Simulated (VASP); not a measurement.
Input of a VASP 6.6.1 run:

Contents of INCAR:

```
SYSTEM = SiC
ALGO = Normal
EDIFF = 1E-6
ENCUT = 520
GGA = CA
ISIF = 2
ISMEAR = 0
LASPH = .TRUE.
LCHARG = .FALSE.
LREAL = .FALSE.
LWAVE = .FALSE.
NBANDS = 11
NELM = 80
PREC = Accurate
SIGMA = 0.02
```

The input KPOINTS:

```
k-points
0
G
  12 12 12
  0 0 0
```

POSCAR

```
SiC
1.0
    0.0000000000      2.1645640343      2.1645640343
    2.1645640343      0.0000000000      2.1645640343
    2.1645640343      2.1645640343      0.0000000000
Si C
1 1
Direct
    0.0000000000      0.0000000000      0.0000000000
    0.7500000000      0.7500000000      0.7500000000
```

Potentials or basis: VASP PAW LDA potentials, release 64 (Si, C).

The run is started by

```console
$ cat potpaw_LDA.64/Si/POTCAR potpaw_LDA.64/C/POTCAR > POTCAR
$ mpirun -np 1 vasp_std > vasp.out
```

**Question.** Predict the pressure.

**Answer.** 0.4 GPa.

**Question.** What does it give for the band gap on the k mesh?

**Answer.** 1.29 eV, indirect (least direct gap 4.52 eV).

**The experiment to reproduce.**

“Insight into the structural, elastic and electronic properties of a new orthorhombic 6O-SiC polytype”, 2020, pmc:7200658 quotes, for a bulk crystal of SiC: band gap 2.4 eV (indirect).

Measured gap of SiC: 2.4 eV (indirect; quoted in “Insight into the structural, elastic and electronic properties of a new orthorhombic 6O-SiC polytype”, 2020, pmc:7200658). This calculation gives 1.29 eV (-1.11 eV). The value is that of LDA on a finite k mesh, which can miss the band edges, without temperature or zero-point motion. Semilocal functionals fall short of measured gaps as a rule.
